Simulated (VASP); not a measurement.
BP, 2 atoms in the cell. It takes space group F-43m (No. 216, cubic). The conventional cell has a = 4.491 Å, b = 4.491 Å, c = 4.491 Å, α = 90.00°, β = 90.00°, γ = 90.00°. Within 2.6 Å of B (site symmetry -43m) lie 4 P at 1.94 Å. Within 2.6 Å of P (site symmetry -43m) lie 4 B at 1.94 Å. 

* Program: VASP 6.6.1
* Task: single point
* Functional: LDA
* Potentials or basis: VASP PAW LDA potentials, release 64 (B, P)
* Cutoff: 520 eV
* k mesh: 8 × 8 × 8
* Occupations: gaussian, width 0.15 eV
* Spin: no spin polarisation
* Dipole correction: no
* Further INCAR settings: ALGO = Normal; EDIFF = 1e-06; NBANDS = 11

Potentials or basis: VASP PAW LDA potentials, release 64 (B, P).

The run is started by

```sh
$ cat potpaw_LDA.64/B/POTCAR potpaw_LDA.64/P/POTCAR > POTCAR
$ mpirun -np 1 vasp_std > vasp.out
```

Hardware: 1 thread of Intel Xeon 6975P-C (shared host).

Problem. Estimate the wall time of this run.

Solution. It took 3.1 s on 1 thread of Intel Xeon 6975P-C (shared host), peak memory 0.12 GiB. Counts: scf iterations 12, k points 29.
